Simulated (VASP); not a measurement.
# BaO (Fm-3m) in VASP: single point with PBE

Aim: the single point of BaO with PBE.

Everything below comes from runs of VASP 6.6.1. Logs are shortened: lines on timing, memory, paths and dates and some standing lists are left out, and cuts for length are marked.

### Step 1. The cell of the first run

The structure is cubic, space group Fm-3m (No. 225). The conventional cell has a = 5.574 Å, b = 5.574 Å, c = 5.574 Å, α = 90.00°, β = 90.00°, γ = 90.00°. Ba (site symmetry m-3m) has 6 O at 2.79 Å within 3.7 Å. Within 3.7 Å of O (site symmetry m-3m) lie 6 Ba at 2.79 Å.

### Step 2. Single point, PBE

The input, INCAR:

```
PREC = Accurate
ENCUT = 1340
EDIFF = 1E-6
ISMEAR = 0
SIGMA = 0.02
LREAL = F
LASPH = T
NELM = 120
ALGO = Normal
ISIF = 2
LWAVE = F
LCHARG = F
GGA = PE
NBANDS = 24
GGA_COMPAT = F
```

The input, KPOINTS:

```
regular mesh
0
Gamma
  8 8 6
```

The input, POSCAR:

```
BaO
1.0
    3.9414114873      0.0000000000      0.0000000000
    0.0000000000      3.9414114873      0.0000000000
    0.0000000000      0.0000000000      5.5739975803
Ba O
2 2
Direct
    0.0000000000      0.0000000000      0.0000000000
    0.5000000000      0.5000000000      0.5000000000
    0.5000000000      0.5000000000      0.0000000000
    0.0000000000      0.0000000000      0.5000000000
```

Potentials or basis: VASP PAW PBE potentials, release 64 (Ba_sv, O_h).

Started as:

```console
cat potpaw_PBE.64/Ba_sv/POTCAR potpaw_PBE.64/O_h/POTCAR > POTCAR
mpirun -np 1 vasp_std > vasp.out
```

OUTCAR:

```text
PREC = Accurate
   ENCUT = 1340
   EDIFF = 1E-6
   ISMEAR = 0
   LREAL = F
   LASPH = T
   NELM = 120
   ISIF = 2
   GGA = PE

 ion  position               nearest neighbor table
   1  0.000  0.000  0.000-   3 2.79   3 2.79   3 2.79   3 2.79   4 2.79   4 2.79   2 3.94   2 3.94
                             2 3.94   2 3.94   2 3.94   2 3.94   2 3.94   2 3.94
   2  0.500  0.500  0.500-   4 2.79   4 2.79   4 2.79   4 2.79   3 2.79   3 2.79   1 3.94   1 3.94
                             1 3.94   1 3.94   1 3.94   1 3.94   1 3.94   1 3.94
   3  0.500  0.500  0.000-   1 2.79   1 2.79   1 2.79   1 2.79   2 2.79   2 2.79
   4  0.000  0.000  0.500-   2 2.79   2 2.79   2 2.79   2 2.79   1 2.79   1 2.79

  LATTYP: Found a simple tetragonal cell.
 ALAT       =     3.9414114873
 C/A-ratio  =     1.4142135624

  Lattice vectors:

 A1 = (   3.9414114873,   0.0000000000,   0.0000000000)
 A2 = (   0.0000000000,   3.9414114873,   0.0000000000)
 A3 = (   0.0000000000,   0.0000000000,   5.5739975803)

Analysis of symmetry for initial positions (statically):
=====================================================================
 Subroutine PRICEL returns following result:

  LATTYP: Found a face centered cubic cell.
 ALAT       =     5.5739975803

  Lattice vectors:

 A1 = (  -1.9707057436,  -1.9707057436,  -2.7869987902)
 A2 = (   1.9707057436,  -1.9707057436,  -2.7869987902)
 A3 = (   0.0000000000,  -3.9414114873,   0.0000000000)

   2 primitive cells build up your supercell.

 Routine SETGRP: Setting up the symmetry group for a
 simple tetragonal supercell.

 Subroutine GETGRP returns: Found 16 space group operations
 (whereof 16 operations were pure point group operations)
 out of a pool of 16 trial point group operations.

The static configuration has the point symmetry D_4h.

Analysis of symmetry for dynamics (positions and initial velocities):
=====================================================================
 Subroutine PRICEL returns following result:

  LATTYP: Found a face centered cubic cell.
 ALAT       =     5.5739975803

  Lattice vectors:

 A1 = (  -1.9707057436,  -1.9707057436,  -2.7869987902)
 A2 = (   1.9707057436,  -1.9707057436,  -2.7869987902)
 A3 = (   0.0000000000,  -3.9414114873,   0.0000000000)

   2 primitive cells build up your supercell.

 Routine SETGRP: Setting up the symmetry group for a
 simple tetragonal supercell.

 Subroutine GETGRP returns: Found 16 space group operations
 (whereof 16 operations were pure point group operations)
 out of a pool of 16 trial point group operations.

The dynamic configuration has the point symmetry D_4h.

 Subroutine INISYM returns: Found 16 space group operations
 (whereof 16 operations are pure point group operations),
 and found     2 'primitive' translations

----------------------------------------------------------------------------------------

                                     Primitive cell

  volume of cell :      43.2953

  direct lattice vectors                    reciprocal lattice vectors
    -1.970705744 -1.970705744 -2.786998790    -0.253716214  0.000000000 -0.179404455
     1.970705744 -1.970705744 -2.786998790     0.253716214  0.000000000 -0.179404455
     0.000000000 -3.941411487  0.000000000     0.000000000 -0.253716214  0.179404455

  length of vectors
     3.941411487  3.941411487  3.941411487     0.310737632  0.310737632  0.310737632

  position of ions in fractional coordinates (direct lattice)
     0.000000000  0.000000000  0.000000000
     0.500000000  0.500000000  0.500000000

  ion indices of the primitive-cell ions
   primitive index   ion index
                 1           1
                 2           4

----------------------------------------------------------------------------------------

 KPOINTS: regular mesh

Automatic generation of k-mesh.
 Grid dimensions read from file:
 generate k-points for:    8    8    6

 Generating k-lattice:

  Cartesian coordinates                     Fractional coordinates (reciprocal lattice)
     0.031714527  0.000000000  0.000000000     0.125000000  0.000000000  0.000000000
     0.000000000  0.031714527  0.000000000     0.000000000  0.125000000  0.000000000
     0.000000000  0.000000000  0.029900743     0.000000000  0.000000000  0.166666667

  Length of vectors
     0.031714527  0.031714527  0.029900743

  Shift w.r.t. Gamma in fractional coordinates (k-lattice)
     0.000000000  0.000000000  0.000000000

 Subroutine IBZKPT returns following result:
 ===========================================

 Found     60 irreducible k-points:

 Following reciprocal coordinates:
            Coordinates               Weight
  0.000000  0.000000  0.000000      1.000000
  0.125000  0.000000  0.000000      4.000000
  0.250000  0.000000  0.000000      4.000000
  0.375000  0.000000  0.000000      4.000000
  0.500000  0.000000  0.000000      2.000000
  0.125000  0.125000  0.000000      4.000000
[... 16 lines left out ...]
  0.375000  0.125000  0.166667     16.000000
  0.500000  0.125000  0.166667      8.000000
 [... further k-points ...]
   k-points           NKPTS =     60   k-points in BZ     NKDIM =     60   number of bands    NBANDS=     24
   number of dos      NEDOS =    301   number of ions     NIONS =      4
   total plane-waves  NPLWV = 161280
   dimension x,y,z NGX =    48 NGY =   48 NGZ =   70
   dimension x,y,z NGXF=    96 NGYF=   96 NGZF=  140
   ions per type =               2   2
   NGX,Y,Z   is equivalent  to a cutoff of  20.25, 20.25, 20.88 a.u.
   NGXF,Y,Z  is equivalent  to a cutoff of  40.49, 40.49, 41.76 a.u.
 SYSTEM =  unknown system
   PREC   = accura    normal or accurate (medium, high low for compatibility)
   ISTART =      0    job   : 0-new  1-cont  2-samecut
   ICHARG =      2    charge: 1-file 2-atom 10-const
   ISPIN  =      1    spin polarized calculation?
   LNONCOLLINEAR =      F non collinear calculations
   LSORBIT =      F    spin-orbit coupling
   LASPH  =      T    aspherical Exc in radial PAW
   ENCUT  = 1340.0 eV  98.49 Ry    9.92 a.u.  11.76 11.76 16.64*2*pi/ulx,y,z
   NELM   =    120;   NELMIN=  2; NELMDL= -5     # of ELM steps
   EDIFF  = 0.1E-05   stopping-criterion for ELM
   LREAL  =      F    real-space projection
[... 7 lines left out ...]
   TEBEG  =    0.0;   TEEND  =   0.0 temperature during run
   PSTRESS=    0.0 pullay stress
   NELECT =      32.0000    total number of electrons
   NUPDOWN=      -1.0000    fix difference up-down
   EMIN   =  10.00;   EMAX   =-10.00  energy-range for DOS
   EFERMI =   0.00;   METHOD = LEGACY
   ISMEAR =     0;   SIGMA  =   0.02  broadening in eV -4-tet -1-fermi 0-gaus
   EFERMI_NEDOS =   21; number of points for ismear=-14 and -15
   IALGO  =     38    algorithm
   IMIX   =      4    mixing-type and parameters
     AMIX     =   0.40;   BMIX     =  1.00
     AMIX_MAG =   1.60;   BMIX_MAG =  1.00
  volume/ion in A,a.u.               =      21.65       146.09
  Fermi-wavevector in a.u.,A,eV,Ry     =   1.174811  2.220071 18.778505  1.380181
  Thomas-Fermi vector in A             =   2.311202
   LORBIT       =      0    0 simple, 1 ext, 2 COOP (PROOUT), +10 PAW based schemes
   GGA     = PE    functional components
   LHFCALC =     F    Hartree Fock is set to
   AEXX    =    0.0000 exact exchange contribution
   IVDW    =     0    specifies the selected vdW correction
   LEPSILON=     F    determine dielectric tensor
   LRPA    =     F    only Hartree local field effects (RPA)
 non-spin polarized calculation
 Gauss-broadening in eV      SIGMA  =   0.02
  energy-cutoff  :     1340.00
  volume of cell :       86.59
 maximum number of plane-waves:      9709
 NGX is ok and might be reduce to    48
   NGX = 23   NGY = 23   NGZ = 33

 number of electron      32.0000002 magnetization

 Free energy of the ion-electron system (eV)
  ---------------------------------------------------
  ext. energy  EPLUGINS =         0.00000000
  ---------------------------------------------------
  free energy    TOTEN  =       -23.62402680 eV

  energy without entropy =      -23.62402680  energy(sigma->0) =      -23.62402680

 E-fermi :   2.0379     XC(G=0):  -9.5343

 val. band max:        1.9225942989   @ k =   0.0000   0.0000   0.0000
 cond. band min:       3.9614644455   @ k =   0.0000   0.0000   0.0000
 fundamental gap:      2.0388701466
 Fermi energy:         2.0379468700

 k-point     1 :       0.0000    0.0000    0.0000
  band No.  band energies     occupation
      1     -23.9879      2.00000
      2     -23.6881      2.00000
      3     -13.1883      2.00000
      4     -13.0354      2.00000
      5      -9.9347      2.00000
      6      -9.0869      2.00000
[... 16 lines left out ...]
     23       8.8357      0.00000
     24       8.8357      0.00000

 k-point     2 :       0.1250    0.0000    0.0000
  band No.  band energies     occupation
      1     -23.9653      2.00000
      2     -23.6872      2.00000
      3     -13.2467      2.00000
      4     -13.1017      2.00000
      5      -9.8776      2.00000
      6      -9.0568      2.00000
[... 16 lines left out ...]
     23       9.0261      0.00000
     24       9.1682      0.00000

 k-point     3 :       0.2500    0.0000    0.0000
  band No.  band energies     occupation
      1     -23.9051      2.00000
      2     -23.6901      2.00000
      3     -13.3814      2.00000
      4     -13.2638      2.00000
      5      -9.7151      2.00000
      6      -8.9720      2.00000
[... 16 lines left out ...]
     23       8.8240      0.00000
     24       9.6255      0.00000

 k-point     4 :       0.3750    0.0000    0.0000
  band No.  band energies     occupation
      1     -23.8274      2.00000
      2     -23.7098      2.00000
      3     -13.5017      2.00000
      4     -13.4347      2.00000
      5      -9.4741      2.00000
      6      -8.9297      2.00000
[... 16 lines left out ...]
     23       9.2386      0.00000
     24       9.4898      0.00000

 k-point     5 :       0.5000    0.0000    0.0000
  band No.  band energies     occupation
      1     -23.7565      2.00000
      2     -23.7565      2.00000
      3     -13.5278      2.00000
      4     -13.5278      2.00000
      5      -9.1962      2.00000
      6      -9.1962      2.00000
[... 16 lines left out ...]
     23       9.0667      0.00000
     24       9.0667      0.00000

 k-point     6 :       0.1250    0.1250    0.0000
  band No.  band energies     occupation
      1     -23.9438      2.00000
      2     -23.6857      2.00000
      3     -13.2851      2.00000
      4     -13.1507      2.00000
      5      -9.8229      2.00000
      6      -9.2252      2.00000
[... 16 lines left out ...]
     23       8.9009      0.00000
     24       9.0465      0.00000
[... 379 lines left out ...]
 k-point    21 :       0.1250    0.1250    0.1667
  band No.  band energies     occupation
      1     -23.9261      2.00000
      2     -23.7025      2.00000
      3     -13.3308      2.00000
      4     -13.2067      2.00000
      5      -9.6336      2.00000
      6      -9.1874      2.00000
[... 16 lines left out ...]
     23       8.9672      0.00000
     24       9.3400      0.00000

 k-point    22 :       0.2500    0.1250    0.1667
  band No.  band energies     occupation
      1     -23.8724      2.00000
      2     -23.6996      2.00000
      3     -13.4243      2.00000
      4     -13.3284      2.00000
      5      -9.4926      2.00000
      6      -9.2478      2.00000
[... 16 lines left out ...]
     23       8.9548      0.00000
     24       9.7702      0.00000

 k-point    23 :       0.3750    0.1250    0.1667
  band No.  band energies     occupation
      1     -23.8045      2.00000
      2     -23.7101      2.00000
      3     -13.5133      2.00000
      4     -13.4606      2.00000
      5      -9.2870      2.00000
      6      -9.1662      2.00000
[... 16 lines left out ...]
     23       9.3927      0.00000
     24       9.9676      0.00000

 k-point    24 :       0.5000    0.1250    0.1667
  band No.  band energies     occupation
      1     -23.7453      2.00000
      2     -23.7453      2.00000
      3     -13.5335      2.00000
      4     -13.5335      2.00000
      5      -9.0565      2.00000
      6      -9.0565      2.00000
[... 16 lines left out ...]
     23       9.4273      0.00000
     24       9.4273      0.00000

 [... further k-points ...]

------------------------ aborting loop because EDIFF is reached ----------------------------------------

  FORCE on cell =-STRESS in cart. coord.  units (eV):
  Direction    XX          YY          ZZ          XY          YZ          ZX
  --------------------------------------------------------------------------------------
  -------------------------------------------------------------------------------------
  Total        0.8069482      0.8069482      0.8074555      0.0000000      0.0000000      0.0000000
  in kB       14.9308973     14.9308973     14.9402846      0.0000000      0.0000000      0.0000000
  external PRESSURE =      14.9340264 kB  Pullay stress =       0.0000000 kB

 VOLUME and BASIS-vectors are now :
 -----------------------------------------------------------------------------
  energy-cutoff  :     1340.00
  volume of cell :       86.59
      direct lattice vectors                 reciprocal lattice vectors
     3.941411487  0.000000000  0.000000000     0.253716214  0.000000000  0.000000000
     0.000000000  3.941411487  0.000000000     0.000000000  0.253716214  0.000000000
     0.000000000  0.000000000  5.573997580     0.000000000  0.000000000  0.179404455

 POSITION                                       TOTAL-FORCE (eV/Angst)
 -----------------------------------------------------------------------------------
      0.00000      0.00000      0.00000        -0.000000     -0.000000     -0.000000
      1.97071      1.97071      2.78700        -0.000000     -0.000000     -0.000000
      1.97071      1.97071      0.00000         0.000000      0.000000      0.000000
      0.00000      0.00000      2.78700        -0.000000     -0.000000     -0.000000
 -----------------------------------------------------------------------------------
    total drift:                                0.000000     -0.000000      0.000000

  FREE ENERGIE OF THE ION-ELECTRON SYSTEM (eV)
  ---------------------------------------------------
  free  energy   TOTEN  =       -23.6240268032 eV

  energy  without entropy=      -23.6240268032  energy(sigma->0) =      -23.62402680
```

Wall time 5.3 min (1 thread of AMD EPYC 7R13 (Zen 3), shared host); peak memory 0.67 GiB.

Results:

| Quantity | Value |
| --- | --- |
| Free energy | -23.6240 eV |
| Pressure | 1.5 GPa |
| Band gap on the k mesh | 2.04 eV |

Levels at points of the mesh, in eV from the valence-band top:
| k point | band 12 | band 13 | band 14 | band 15 | band 16 | band 17 | band 18 | band 19 | band 20 | band 21 |
| --- | --- | --- | --- | --- | --- | --- | --- | --- | --- | --- |
| (0.00, 0.00, 0.00) | -0.29 | -0.29 | -0.13 | -0.13 | 0.00 | 2.04 | 3.47 | 4.69 | 4.69 | 4.69 |
| (0.50, 0.00, 0.00) | -1.56 | -1.27 | -1.27 | -0.36 | -0.36 | 4.74 | 4.74 | 5.68 | 5.68 | 6.62 |
| (0.50, 0.50, 0.00) | -0.13 | -0.13 | -0.13 | 0.00 | 0.00 | 2.04 | 2.04 | 5.90 | 5.90 | 8.80 |
| (0.00, 0.00, 0.50) | -1.29 | -0.30 | -0.30 | -0.30 | -0.30 | 3.03 | 3.03 | 5.14 | 5.14 | 6.86 |
| (0.50, 0.00, 0.50) | -1.92 | -1.39 | -1.39 | -1.39 | -1.39 | 4.91 | 4.91 | 7.10 | 7.10 | 7.10 |
| (0.50, 0.50, 0.50) | -1.25 | -0.19 | -0.19 | -0.19 | -0.19 | 4.61 | 4.61 | 4.61 | 4.61 | 6.76 |

Caveat: spin-orbit coupling is left out, which moves the levels of the heavy elements.
